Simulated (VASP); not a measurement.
# VN2 (I4/mcm) in VASP: a series of runs, part 2 of 2

VASP 6.6.1. The steps go on from the part before.

## (3) Relaxation of shape and atoms at fixed volume, PBEsol (6.54 Å³/atom)

This run uses another cell than the first one, of 6.54 Å³/atom.

INCAR reads:

```
ALGO = Normal
EDIFF = 1E-6
EDIFFG = -0.01
ENCUT = 600
GGA = PS
IBRION = 2
ISIF = 4
ISMEAR = 0
LASPH = T
LCHARG = F
LREAL = F
LWAVE = F
NELM = 60
NSW = 50
PREC = Accurate
SIGMA = 0.1
```

KPOINTS reads:

```
k-points
0
Gamma
  12 12 12
```

POSCAR reads:

```
VN2
1.0
   -2.0461060781      2.0461060781      2.3421700183
    2.0461060781     -2.0461060781      2.3421700183
    2.0461060781      2.0461060781     -2.3421700183
V N
2 4
Direct
    0.2500000000      0.2500000000      0.0000000000
    0.7500000000      0.7500000000      0.0000000000
    0.1161626708      0.6161626708      0.7323253416
    0.6161626708      0.8838373292      0.5000000000
    0.8838373292      0.3838373292      0.2676746584
    0.3838373292      0.1161626708      0.5000000000
```

Potentials or basis: VASP PAW PBE potentials, release 64 (V_sv, N).

Run with:

```
$ cat potpaw_PBE.64/V_sv/POTCAR potpaw_PBE.64/N/POTCAR > POTCAR
$ mpirun -np 1 vasp_std > vasp.out
```

OUTCAR:

```text
EDIFF = 1E-6
   EDIFFG = -0.01
   ENCUT = 600
   GGA = PS
   IBRION = 2
   ISIF = 4
   ISMEAR = 0
   LASPH = T
   LREAL = F
   NELM = 60
   NSW = 50
   PREC = Accurate

 ion  position               nearest neighbor table
   1  0.250  0.250  0.000-   5 2.02   4 2.02   3 2.02   5 2.02   6 2.02   6 2.02   3 2.02   4 2.02
                             2 2.34   2 2.34   2 2.89   2 2.89   2 2.89   2 2.89
   2  0.750  0.750  0.000-   6 2.02   5 2.02   3 2.02   4 2.02   5 2.02   4 2.02   6 2.02   3 2.02
                             1 2.34   1 2.34   1 2.89   1 2.89   1 2.89   1 2.89
   3  0.116  0.616  0.732-   5 1.34   1 2.02   1 2.02   2 2.02   2 2.02
   4  0.616  0.884  0.500-   6 1.34   2 2.02   1 2.02   2 2.02   1 2.02
   5  0.884  0.384  0.268-   3 1.34   2 2.02   1 2.02   2 2.02   1 2.02
   6  0.384  0.116  0.500-   4 1.34   1 2.02   2 2.02   1 2.02   2 2.02

  LATTYP: Found a body centered tetragonal cell.
 ALAT       =     4.0922121562
 C/A-ratio  =     1.1446962811

  Lattice vectors:

 A1 = (  -2.0461060781,   2.0461060781,   2.3421700183)
 A2 = (   2.0461060781,  -2.0461060781,   2.3421700183)
[... 353 lines left out ...]
  ---------------------------------------------------
  free energy    TOTEN  =       -56.08839424 eV

  energy without entropy =      -56.07999237  energy(sigma->0) =      -56.08419331

 E-fermi :  14.1348     XC(G=0): -14.8507

 val. band max:       14.1298706512   @ k =   0.5000   0.5000   0.5000
 cond. band min:      14.1360657127   @ k =  -0.3333  -0.3333   0.2500
 fundamental gap:      0.0061950616
 Fermi energy:        14.1348185122

 k-point     1 :       0.0000    0.0000    0.0000
  band No.  band energies     occupation
      1     -51.3406      2.00000
      2     -51.0085      2.00000
      3     -25.8920      2.00000
      4     -25.3067      2.00000
      5     -25.3067      2.00000
      6     -25.3056      2.00000
[... 709 lines left out ...]
     26      15.3944      0.00000
     27      16.1186      0.00000

 [... further k-points ...]
[... 5 lines left out ...]
  --------------------------------------------------------------------------------------
  -------------------------------------------------------------------------------------
  Total       14.5765555     14.5765555     14.5775925      0.0000000      0.0000000      0.0000000
  in kB      595.4301124    595.4301124    595.4724723      0.0000000      0.0000000      0.0000000
  external PRESSURE =     595.4442324 kB  Pullay stress =       0.0000000 kB
[... 21 lines left out ...]
  FREE ENERGIE OF THE ION-ELECTRON SYSTEM (eV)
  ---------------------------------------------------
  free  energy   TOTEN  =       -56.0883942391 eV

  energy  without entropy=      -56.0799923724  energy(sigma->0) =      -56.08419331

 reached required accuracy - stopping structural energy minimisation
```

OSZICAR:

```text
N       E                     dE             d eps       ncg     rms          rms(c)
DAV:   1     0.656026257314E+03    0.65603E+03   -0.29561E+04  8810   0.222E+03
DAV:   2     0.159864388907E+02   -0.64004E+03   -0.62309E+03  8897   0.641E+02
DAV:   3    -0.651127217996E+02   -0.81099E+02   -0.79458E+02 10839   0.193E+02
[... 35 lines left out ...]
DAV:   1    -0.560884979900E+02   -0.13824E-03   -0.73405E-03  8910   0.979E-01    0.803E-02
DAV:   2    -0.560884311323E+02    0.66858E-04   -0.41691E-04  9334   0.169E-01    0.476E-02
DAV:   3    -0.560884024707E+02    0.28662E-04   -0.84964E-05 11119   0.912E-02    0.256E-02
DAV:   4    -0.560883945534E+02    0.79173E-05   -0.45614E-05 11236   0.570E-02    0.403E-03
DAV:   5    -0.560883942391E+02    0.31434E-06   -0.21677E-06  6704   0.153E-02
   5 F= -.56088394E+02 E0= -.56084193E+02  d E =-.341844E-04
```

CONTCAR:

```text
VN2
   1.00000000000000
    -2.0474716486517295    2.0474716486517295    2.3390468182175566
     2.0474716486517295   -2.0474716486517295    2.3390468182175566
     2.0474716486517295    2.0474716486517295   -2.3390468182175566
  V               N
     2     4
Direct
     0.2500000000000000    0.2500000000000000    0.0000000000000000
     0.7500000000000000    0.7500000000000000    0.0000000000000000
     0.1169062830616011    0.6169062830616010    0.7338125661232022
     0.6169062830616010    0.8830937169383990    0.5000000000000000
     0.8830937169383990    0.3830937169383989    0.2661874338767977
     0.3830937169383989    0.1169062830616011    0.5000000000000000

  0.00000000E+00  0.00000000E+00  0.00000000E+00
  0.00000000E+00  0.00000000E+00  0.00000000E+00
  0.00000000E+00  0.00000000E+00  0.00000000E+00
  0.00000000E+00  0.00000000E+00  0.00000000E+00
  0.00000000E+00  0.00000000E+00  0.00000000E+00
  0.00000000E+00  0.00000000E+00  0.00000000E+00
```

Wall time 4.1 min (1 thread of Intel Xeon 6975P-C (Granite Rapids), shared host); peak memory 0.29 GiB.

Results:

```
Free energy                  : -56.0884 eV
Energy gained by relaxing    : 0.5 meV/atom
Ionic steps                  : 5
Pressure after relaxing      : 59.5 GPa
Largest force after relaxing : 0.005 eV/Å
Band gap on the k mesh       : zero (bands 23 and 24 overlap by 0.52 eV)
```

Forces in eV/Å, atoms in the order of the input:
```
V    0.000  0.000  0.000
V    0.000  0.000  0.000
N    0.004  0.004  0.000
N   -0.004  0.004  0.000
N   -0.004 -0.004  0.000
N    0.004 -0.004  0.000
```

The path:
```
step  energy change (eV)  largest force (eV/Å)  pressure (GPa)  volume (Å³)
   1              0.0000                0.3254           60.08        39.22
   2              0.0147                0.7470           58.48        39.22
   3             -0.0031                0.0067           59.54        39.22
   4             -0.0031                0.0006           59.58        39.22
   5             -0.0032                0.0050           59.54        39.22
```

Final structure:
```
CELL_PARAMETERS angstrom
-2.04747 2.04747 2.33905
2.04747 -2.04747 2.33905
2.04747 2.04747 -2.33905
ATOMIC_POSITIONS crystal
V 0.25000 0.25000 0.00000
V 0.75000 0.75000 0.00000
N 0.11691 0.61691 0.73381
N 0.61691 0.88309 0.50000
N 0.88309 0.38309 0.26619
N 0.38309 0.11691 0.50000
```

Caveat: the PAW data sets were made with another functional, which shifts forces and pressure a little; the run has no spin polarisation, though such a crystal can be magnetic. With open d or f shells a metallic result of PBEsol can be an artefact of self-interaction; +U or a hybrid may open a gap.
